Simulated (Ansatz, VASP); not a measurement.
**Two plane-wave programs on AlSn**

File POSCAR:

```
AlSn
1.0
    4.2259084499      0.0000000000      0.0000000000
   -2.1129542249      3.6597440716      0.0000000000
    0.0000000000      0.0000000000      3.3287472872
Sn Al
1 1
Direct
    0.3333333333      0.6666666667      0.5000000000
    0.0000000000      0.0000000000      0.0000000000
```

File INCAR.step1:

```
PREC = Accurate ; ENCUT = 520
EDIFF = 1E-5 ; ISMEAR = -1
SIGMA = 0.05 ; LREAL = F
LASPH = T ; NELM = 80
ALGO = Normal ; ISIF = 2
LWAVE = T ; LCHARG = F
GGA = PE ; NBANDS = 16
```

Contents of INCAR.step2:

```
PREC = Accurate ; ENCUT = 520
EDIFF = 1E-7 ; ISMEAR = -1
SIGMA = 0.05 ; LREAL = F
LASPH = T ; NELM = 80
ALGO = Normal ; ISIF = 2
LWAVE = F ; LCHARG = F
GGA = PE ; LHFCALC = T
AEXX = 0.25 ; PRECFOCK = Normal
ISTART = 1 ; NBANDS = 16
```

Contents of KPOINTS:

```
regular mesh
0
Gamma
  4 4 4
```

The input input.yaml:

```yaml
crystal:
  lattice:
    - [4.2259084499, 0.0, 0.0]
    - [-2.1129542249, 3.6597440716, 0.0]
    - [0.0, 0.0, 3.3287472872]
  atoms:
    - { symbol: Sn, position: [0.3333333333, 0.6666666667, 0.5] }
    - { symbol: Al, position: [0.0, 0.0, 0.0] }
hamiltonian:
  xc: pbe0
  pseudopotentials: { kind: paw }
kpoints:
  mp_grid: { grid: [4, 4, 4] }
scf:
  occupations: { method: fermi_dirac, width: 0.05 }
output:
  forces: true
  stress: true
  eigenvalues: true
```

Alike in both runs: task single point; functional PBE0; k mesh 4 × 4 × 4; occupations fermi-dirac, width 0.05 eV; no spin polarisation.

```csv
,VASP,Ansatz
version,VASP 6.6.1,Ansatz 0.2.0
potentials or method,"VASP PAW PBE potentials, release 64 (Sn_d, Al)",Ansatz PAW
plane-wave cutoff (eV),520,420
valence electrons in the cell,17,17
```

|  | VASP | Ansatz | Ansatz less VASP |
| --- | --- | --- | --- |
| gap on the k mesh at the Fermi level (eV) | none | none | - |
| pressure (GPa) | -0.7 | -0.6 | +0.11 |
| traceless stress, the component that is largest in VASP (GPa) | 7.66 | 7.58 | -0.084 |

A gap of «none» marks a metal or a gap that the smearing closes. With one functional, cell and mesh, what is left measures potentials, basis and numerics.

The k mesh is coarse, so the values compare programs but aren't converged.
